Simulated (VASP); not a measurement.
# MgS (l.eB) (Imm2) in VASP: further runs

The runs below take MgS (l.eB) through single point, with LDA.

All numbers are computed with VASP 6.6.1; they aren't measurements. Logs are shortened: lines on timing, memory, paths and dates and some standing lists are left out, and cuts for length are marked.

## (1) The cell of the first run

The structure is orthorhombic, space group Imm2 (No. 44). The conventional cell has a = 3.866 Å, b = 4.070 Å, c = 5.756 Å, α = 90.00°, β = 90.00°, γ = 90.00°. Mg (site symmetry mm2) has 4 S at 2.41 to 2.49 Å within 3.2 Å. S (site symmetry mm2) has 4 Mg at 2.41 to 2.49 Å within 3.2 Å.

## (2) Single point, LDA

INCAR

```
SYSTEM = MgS
ALGO     = Normal         ! electronic algorithm
EDIFF    = 1E-6           ! SCF threshold, eV
ENCUT    = 600            ! plane-wave cutoff, eV
GGA      = CA             ! functional
GGA_COMPAT= .False.      
ISIF     = 2              ! what is computed and relaxed
ISMEAR   = 0              ! smearing method
LASPH    = .True.         ! aspherical terms in the spheres
LCHARG   = .False.        ! write CHGCAR
LREAL    = .False.        ! projectors in reciprocal space
LWAVE    = .False.        ! write WAVECAR
NBANDS   = 16             ! bands
NELM     = 120            ! most SCF steps
PREC     = Accurate       ! precision mode
SIGMA    = 0.02           ! smearing width, eV
```

KPOINTS

```
k-points
0
Gamma
  6 4 6
  0 0 0
```

POSCAR

```
MgS
1.0
    4.0704577099      0.0000000000      0.0000000000
    0.0000000000      5.7564965014      0.0000000000
    0.0000000000      0.0000000000      3.8658426087
Mg S
2 2
Direct
    0.0000000000      0.0000000000      0.0000000000
    0.5000000000      0.5000000000      0.4999970000
    0.5000000000      0.2500000000      0.0000000000
    0.0000000000      0.7500000000      0.4999970000
```

Potentials or basis: VASP PAW LDA potentials, release 64 (Mg, S).

Launch:

```sh
$ cat potpaw_LDA.64/Mg/POTCAR potpaw_LDA.64/S/POTCAR > POTCAR
$ mpirun -np 1 vasp_std > vasp.out
```

OUTCAR:

```text
SYSTEM = MgS
   EDIFF = 1E-6
   ENCUT = 600
   GGA = CA
   ISIF = 2
   ISMEAR = 0
   LASPH = .True.
   LREAL = .False.
   NELM = 120
   PREC = Accurate

 ion  position               nearest neighbor table
   1  0.000  0.000  0.000-   4 2.41   4 2.41   3 2.49   3 2.49
   2  0.500  0.500  0.500-   3 2.41   3 2.41   4 2.49   4 2.49
   3  0.500  0.250  0.000-   2 2.41   2 2.41   1 2.49   1 2.49
   4  0.000  0.750  0.500-   1 2.41   1 2.41   2 2.49   2 2.49

  LATTYP: Found a simple orthorhombic cell.
 ALAT       =     3.8658426087
 B/A-ratio  =     1.0529289787
 C/A-ratio  =     1.4890664427

  Lattice vectors:

 A1 = (   0.0000000000,   0.0000000000,   3.8658426087)
 A2 = (   4.0704577099,   0.0000000000,   0.0000000000)
 A3 = (   0.0000000000,   5.7564965014,   0.0000000000)

Analysis of symmetry for initial positions (statically):
=====================================================================
 Subroutine PRICEL returns following result:

  LATTYP: Found a body centered orthorhombic cell.
 ALAT       =     3.8658426087
 B/A-ratio  =     1.0529289787
 C/A-ratio  =     1.4890664427

  Lattice vectors:

 A1 = (  -2.0352288550,  -2.8782482507,  -1.9329097068)
 A2 = (   2.0352288550,  -2.8782482507,   1.9329097068)
 A3 = (  -2.0352288550,   2.8782482507,   1.9329329019)

   2 primitive cells build up your supercell.

 Routine SETGRP: Setting up the symmetry group for a
 simple orthorhombic supercell.

 Subroutine GETGRP returns: Found  4 space group operations
 (whereof  4 operations were pure point group operations)
 out of a pool of  8 trial point group operations.

The static configuration has the point symmetry C_2v.

Analysis of symmetry for dynamics (positions and initial velocities):
=====================================================================
 Subroutine PRICEL returns following result:

  LATTYP: Found a body centered orthorhombic cell.
 ALAT       =     3.8658426087
 B/A-ratio  =     1.0529289787
 C/A-ratio  =     1.4890664427

  Lattice vectors:

 A1 = (  -2.0352288550,  -2.8782482507,  -1.9329097068)
 A2 = (   2.0352288550,  -2.8782482507,   1.9329097068)
 A3 = (  -2.0352288550,   2.8782482507,   1.9329329019)

   2 primitive cells build up your supercell.

 Routine SETGRP: Setting up the symmetry group for a
 simple orthorhombic supercell.

 Subroutine GETGRP returns: Found  4 space group operations
 (whereof  4 operations were pure point group operations)
 out of a pool of  8 trial point group operations.

The dynamic configuration has the point symmetry C_2v.

 Subroutine INISYM returns: Found  4 space group operations
 (whereof  4 operations are pure point group operations),
 and found     2 'primitive' translations

----------------------------------------------------------------------------------------

                                     Primitive cell

  volume of cell :      45.2914

  direct lattice vectors                    reciprocal lattice vectors
    -2.035228855 -2.878248251 -1.932909707    -0.245672617 -0.173716774  0.000000000
     2.035228855 -2.878248251  1.932909707     0.000001474 -0.173716774  0.258675818
    -2.035228855  2.878248251  1.932932902    -0.245671143  0.000000000  0.258675818

  length of vectors
     4.020274794  4.020274794  4.020285946     0.300886278  0.311593800  0.356745693

  position of ions in fractional coordinates (direct lattice)
     0.000000000  0.000000000  0.000000000
     0.250000000  0.749997000  0.499997000

  ion indices of the primitive-cell ions
   primitive index   ion index
                 1           1
                 2           4

----------------------------------------------------------------------------------------

 KPOINTS: k-points

Automatic generation of k-mesh.
 Grid dimensions read from file:
 generate k-points for:    6    4    6

 Generating k-lattice:

  Cartesian coordinates                     Fractional coordinates (reciprocal lattice)
     0.040945436  0.000000000  0.000000000     0.166666667  0.000000000  0.000000000
     0.000000000  0.043429193  0.000000000     0.000000000  0.250000000  0.000000000
     0.000000000  0.000000000  0.043112636     0.000000000  0.000000000  0.166666667

  Length of vectors
     0.040945436  0.043429193  0.043112636

  Shift w.r.t. Gamma in fractional coordinates (k-lattice)
     0.000000000  0.000000000  0.000000000

 Subroutine IBZKPT returns following result:
 ===========================================

 Found     48 irreducible k-points:

 Following reciprocal coordinates:
            Coordinates               Weight
  0.000000  0.000000  0.000000      1.000000
  0.166667  0.000000  0.000000      2.000000
  0.333333  0.000000  0.000000      2.000000
  0.500000  0.000000  0.000000      1.000000
  0.000000  0.250000  0.000000      2.000000
  0.166667  0.250000  0.000000      4.000000
[... 16 lines left out ...]
  0.333333  0.500000  0.166667      4.000000
  0.500000  0.500000  0.166667      2.000000
 [... further k-points ...]
   k-points           NKPTS =     48   k-points in BZ     NKDIM =     48   number of bands    NBANDS=     16
   number of dos      NEDOS =    301   number of ions     NIONS =      4
   total plane-waves  NPLWV =  55296
   dimension x,y,z NGX =    36 NGY =   48 NGZ =   32
   dimension x,y,z NGXF=    72 NGYF=   96 NGZF=   64
   ions per type =               2   2
   NGX,Y,Z   is equivalent  to a cutoff of  14.70, 13.86, 13.76 a.u.
   NGXF,Y,Z  is equivalent  to a cutoff of  29.41, 27.72, 27.52 a.u.
 SYSTEM =  MgS
   PREC   = accura    normal or accurate (medium, high low for compatibility)
   ISTART =      0    job   : 0-new  1-cont  2-samecut
   ICHARG =      2    charge: 1-file 2-atom 10-const
   ISPIN  =      1    spin polarized calculation?
   LNONCOLLINEAR =      F non collinear calculations
   LSORBIT =      F    spin-orbit coupling
   LASPH  =      T    aspherical Exc in radial PAW
   ENCUT  =  600.0 eV  44.10 Ry    6.64 a.u.   8.13 11.50  7.72*2*pi/ulx,y,z
   NELM   =    120;   NELMIN=  2; NELMDL= -5     # of ELM steps
   EDIFF  = 0.1E-05   stopping-criterion for ELM
   LREAL  =      F    real-space projection
   EDIFFG = 0.1E-04   stopping-criterion for IOM
   NSW    =      0    number of steps for IOM
   IBRION =     -1    ionic relax: 0-MD 1-quasi-New 2-CG
   NFREE  =      0    steps in history (QN), initial steepest desc. (CG)
   ISIF   =      2    stress and relaxation
   ISYM   =      2    0-nonsym 1-usesym 2-fastsym
   POTIM  = 0.5000    time-step for ionic-motion
   TEBEG  =    0.0;   TEEND  =   0.0 temperature during run
   PSTRESS=    0.0 pullay stress
   NELECT =      16.0000    total number of electrons
   NUPDOWN=      -1.0000    fix difference up-down
   EMIN   =  10.00;   EMAX   =-10.00  energy-range for DOS
   EFERMI =   0.00;   METHOD = LEGACY
   ISMEAR =     0;   SIGMA  =   0.02  broadening in eV -4-tet -1-fermi 0-gaus
   EFERMI_NEDOS =   21; number of points for ismear=-14 and -15
   IALGO  =     38    algorithm
   IMIX   =      4    mixing-type and parameters
     AMIX     =   0.40;   BMIX     =  1.00
     AMIX_MAG =   1.60;   BMIX_MAG =  1.00
  volume/ion in A,a.u.               =      22.65       152.82
  Fermi-wavevector in a.u.,A,eV,Ry     =   0.918543  1.735795 11.479530  0.843722
  Thomas-Fermi vector in A             =   2.043637
   LORBIT       =      0    0 simple, 1 ext, 2 COOP (PROOUT), +10 PAW based schemes
   GGA     = CA    functional components
   LHFCALC =     F    Hartree Fock is set to
   AEXX    =    0.0000 exact exchange contribution
   IVDW    =     0    specifies the selected vdW correction
   LEPSILON=     F    determine dielectric tensor
   LRPA    =     F    only Hartree local field effects (RPA)
 non-spin polarized calculation
 Gauss-broadening in eV      SIGMA  =   0.02
  energy-cutoff  :      600.00
  volume of cell :       90.58
 maximum number of plane-waves:      3046
 NGX is ok and might be reduce to    36
   NGX = 17   NGY = 23   NGZ = 15

 number of electron      15.9999998 magnetization

 Free energy of the ion-electron system (eV)
  ---------------------------------------------------
  ext. energy  EPLUGINS =         0.00000000
  ---------------------------------------------------
  free energy    TOTEN  =       -18.72116862 eV

  energy without entropy =      -18.72116862  energy(sigma->0) =      -18.72116862

 E-fermi :   1.1504     XC(G=0):  -8.7678

 val. band max:        1.0297190459   @ k =   0.0000   0.0000   0.0000
 cond. band min:       4.0845869912   @ k =   0.0000   0.0000   0.0000
 fundamental gap:      3.0548679454
 Fermi energy:         1.1503523429

 k-point     1 :       0.0000    0.0000    0.0000
  band No.  band energies     occupation
      1     -10.3384      2.00000
      2      -9.4383      2.00000
      3      -2.0643      2.00000
      4      -0.2405      2.00000
      5       0.1141      2.00000
      6       0.8465      2.00000
[... 8 lines left out ...]
     15      11.4280      0.00000
     16      11.5998      0.00000

 k-point     2 :       0.1667    0.0000    0.0000
  band No.  band energies     occupation
      1     -10.2395      2.00000
      2      -9.4437      2.00000
      3      -1.9069      2.00000
      4      -0.7132      2.00000
      5       0.1076      2.00000
      6       0.2049      2.00000
[... 8 lines left out ...]
     15      10.7904      0.00000
     16      11.0917      0.00000

 k-point     3 :       0.3333    0.0000    0.0000
  band No.  band energies     occupation
      1      -9.9856      2.00000
      2      -9.5055      2.00000
      3      -1.6133      2.00000
      4      -1.1925      2.00000
      5      -0.9680      2.00000
      6       0.1009      2.00000
[... 8 lines left out ...]
     15       9.6271      0.00000
     16      10.4321      0.00000

 k-point     4 :       0.5000    0.0000    0.0000
  band No.  band energies     occupation
      1      -9.6962      2.00000
      2      -9.6962      2.00000
      3      -1.5769      2.00000
      4      -1.5769      2.00000
      5      -0.6329      2.00000
      6      -0.6329      2.00000
[... 8 lines left out ...]
     15       9.8568      0.00000
     16       9.8568      0.00000

 k-point     5 :       0.0000    0.2500    0.0000
  band No.  band energies     occupation
      1     -10.2231      2.00000
      2      -9.5900      2.00000
      3      -1.7615      2.00000
      4      -0.1084      2.00000
      5       0.1469      2.00000
      6       0.2293      2.00000
[... 8 lines left out ...]
     15       9.9108      0.00000
     16      10.4122      0.00000

 k-point     6 :       0.1667    0.2500    0.0000
  band No.  band energies     occupation
      1     -10.1345      2.00000
      2      -9.5735      2.00000
      3      -1.7871      2.00000
      4      -0.5445      2.00000
      5      -0.3935      2.00000
      6       0.3096      2.00000
[... 8 lines left out ...]
     15       9.4261      0.00000
     16      10.4854      0.00000
[... 267 lines left out ...]
 k-point    21 :       0.0000    0.5000    0.1667
  band No.  band energies     occupation
      1      -9.8454      2.00000
      2      -9.8454      2.00000
      3      -1.2282      2.00000
      4      -1.2282      2.00000
      5       0.3165      2.00000
      6       0.3165      2.00000
[... 8 lines left out ...]
     15       9.5196      0.00000
     16       9.5196      0.00000

 k-point    22 :       0.1667    0.5000    0.1667
  band No.  band energies     occupation
      1      -9.7892      2.00000
      2      -9.7892      2.00000
      3      -1.3706      2.00000
      4      -1.3705      2.00000
      5      -0.1000      2.00000
      6      -0.1000      2.00000
[... 8 lines left out ...]
     15       9.6879      0.00000
     16       9.6879      0.00000

 k-point    23 :       0.3333    0.5000    0.1667
  band No.  band energies     occupation
      1      -9.6709      2.00000
      2      -9.6709      2.00000
      3      -1.8682      2.00000
      4      -1.8682      2.00000
      5      -0.0992      2.00000
      6      -0.0991      2.00000
[... 8 lines left out ...]
     15       9.1615      0.00000
     16       9.1615      0.00000

 k-point    24 :       0.5000    0.5000    0.1667
  band No.  band energies     occupation
      1      -9.6083      2.00000
      2      -9.6083      2.00000
      3      -2.1460      2.00000
      4      -2.1460      2.00000
      5       0.0956      2.00000
      6       0.0956      2.00000
[... 8 lines left out ...]
     15       9.7151      0.00000
     16       9.7151      0.00000

 [... further k-points ...]
[... 5 lines left out ...]
  --------------------------------------------------------------------------------------
  -------------------------------------------------------------------------------------
  Total       -2.5683011     -1.4542060      0.3803578      0.0000000      0.0000000      0.0000000
  in kB      -45.4266658    -25.7211772      6.7275550      0.0000000      0.0000000      0.0000000
  external PRESSURE =     -21.4734293 kB  Pullay stress =       0.0000000 kB

 VOLUME and BASIS-vectors are now :
 -----------------------------------------------------------------------------
  energy-cutoff  :      600.00
  volume of cell :       90.58
      direct lattice vectors                 reciprocal lattice vectors
     4.070457710  0.000000000  0.000000000     0.245672617  0.000000000  0.000000000
     0.000000000  5.756496501  0.000000000     0.000000000  0.173716774  0.000000000
     0.000000000  0.000000000  3.865842609     0.000000000  0.000000000  0.258675818

 POSITION                                       TOTAL-FORCE (eV/Angst)
 -----------------------------------------------------------------------------------
      0.00000      0.00000      0.00000         0.000000      0.289128      0.000000
      2.03523      2.87825      1.93291        -0.000000      0.289128      0.000000
      2.03523      1.43912      0.00000         0.000000     -0.289128      0.000000
      0.00000      4.31737      1.93291         0.000000     -0.289128     -0.000000
 -----------------------------------------------------------------------------------
    total drift:                                0.000000      0.000222      0.006481

  FREE ENERGIE OF THE ION-ELECTRON SYSTEM (eV)
  ---------------------------------------------------
  free  energy   TOTEN  =       -18.7211686222 eV

  energy  without entropy=      -18.7211686222  energy(sigma->0) =      -18.72116862
```

Run time: 85 s. Hardware: 1 thread of Intel Xeon 8259CL, shared host; peak memory 0.23 GiB.

Results:

```
Free energy            : -18.7212 eV
Pressure               : -2.1 GPa
Largest force          : 0.289 eV/Å
Band gap on the k mesh : 3.05 eV
```

Forces on the atoms (eV/Å):
```
Mg   0.000  0.289  0.000
Mg   0.000  0.289  0.000
S    0.000 -0.289  0.000
S    0.000 -0.289  0.000
```

Levels at points of the mesh, in eV from the valence-band top:
| k point | band 4 | band 5 | band 6 | band 7 | band 8 | band 9 | band 10 | band 11 | band 12 | band 13 |
| --- | --- | --- | --- | --- | --- | --- | --- | --- | --- | --- |
| (0.00, 0.00, 0.00) | -1.27 | -0.92 | -0.18 | -0.18 | 0.00 | 3.05 | 3.54 | 5.49 | 7.31 | 7.67 |
| (0.50, 0.00, 0.00) | -2.61 | -1.66 | -1.66 | -0.31 | -0.31 | 6.29 | 6.29 | 6.57 | 6.57 | 7.52 |
| (0.00, 0.50, 0.00) | -1.98 | -0.79 | -0.79 | -0.50 | -0.50 | 4.76 | 4.76 | 6.32 | 6.32 | 7.89 |
| (0.50, 0.50, 0.00) | -3.36 | -0.49 | -0.49 | -0.29 | -0.29 | 4.83 | 4.83 | 7.19 | 7.19 | 7.79 |
| (0.00, 0.00, 0.50) | -2.68 | -1.57 | -1.57 | -0.49 | -0.49 | 6.00 | 6.00 | 6.43 | 6.43 | 7.52 |
| (0.50, 0.00, 0.50) | -2.97 | -1.22 | -1.22 | -1.21 | -1.21 | 3.52 | 3.52 | 5.25 | 5.25 | 10.75 |
| (0.00, 0.50, 0.50) | -3.32 | -0.57 | -0.57 | -0.47 | -0.47 | 4.65 | 4.65 | 7.17 | 7.17 | 7.27 |
| (0.50, 0.50, 0.50) | -2.49 | -1.99 | -1.99 | -1.49 | -1.49 | 5.12 | 5.12 | 7.53 | 7.53 | 7.79 |

A k mesh can miss the band edges. As with any semilocal functional, this LDA gap is likely too small.

## (3) Single point, LDA

This run uses another cell than the first one, of 22.59 Å³/atom, 0.997 times its volume.

INCAR

```
SYSTEM = MgS
  PREC = Accurate
  ENCUT = 600
  EDIFF = 1E-6
  ISMEAR = 0
  SIGMA = 0.02
  LREAL = .FALSE.
  LASPH = .TRUE.
  NELM = 120
  ALGO = Normal
  ISIF = 2
  LWAVE = .FALSE.
  LCHARG = .TRUE.
  LELF = .TRUE.
  LVHAR = .TRUE.
  NBANDS = 16
  GGA_COMPAT = .FALSE.
```

KPOINTS

```
Automatic mesh
0
G
  6 4 6
  0 0 0
```

POSCAR

```
MgS
1.0
    4.0704577099      0.0000000000      0.0000000000
    0.0000000000      5.7564965014      0.0000000000
    0.0000000000      0.0000000000      3.8557154131
Mg S
2 2
Direct
    0.0000000000      0.0047351287      0.0000000000
    0.5000000000      0.5047351287      0.5000000000
    0.5000000000      0.2452648713      0.0000000000
    0.0000000000      0.7452648713      0.5000000000
```

Potentials or basis: VASP PAW LDA potentials, release 64 (Mg, S).

Launch:

```sh
$ cat potpaw_LDA.64/Mg/POTCAR potpaw_LDA.64/S/POTCAR > POTCAR
$ mpirun -np 1 vasp_std > vasp.out
```

Wall time 83 s (1 thread of Intel Xeon 8259CL, shared host); peak memory 0.23 GiB.

The run converged. Its results:

* Free energy: -18.7367 eV
* Pressure: -2.2 GPa
* Band gap on the k mesh: 2.98 eV

Stress tensor (GPa, compression positive):
```
-3.65  0.00  0.00
 0.00 -2.72  0.00
 0.00  0.00 -0.30
```

Levels at points of the mesh, in eV from the valence-band top:
```tsv
k point	band 6	band 7	band 8	band 9	band 10	band 11
(0.00, 0.00, 0.00)	-0.33	-0.26	0.00	2.98	3.44	5.43
(0.50, 0.00, 0.00)	-1.75	-0.31	-0.31	6.27	6.27	6.46
(0.00, 0.50, 0.00)	-0.93	-0.51	-0.51	4.66	4.66	6.26
(0.50, 0.50, 0.00)	-0.59	-0.30	-0.30	4.76	4.76	7.18
(0.00, 0.00, 0.50)	-1.65	-0.63	-0.63	5.88	5.88	6.38
(0.50, 0.00, 0.50)	-1.31	-1.30	-1.30	3.42	3.42	5.17
(0.00, 0.50, 0.50)	-0.63	-0.61	-0.61	4.56	4.56	7.11
(0.50, 0.50, 0.50)	-2.09	-1.58	-1.58	5.02	5.02	7.44
```
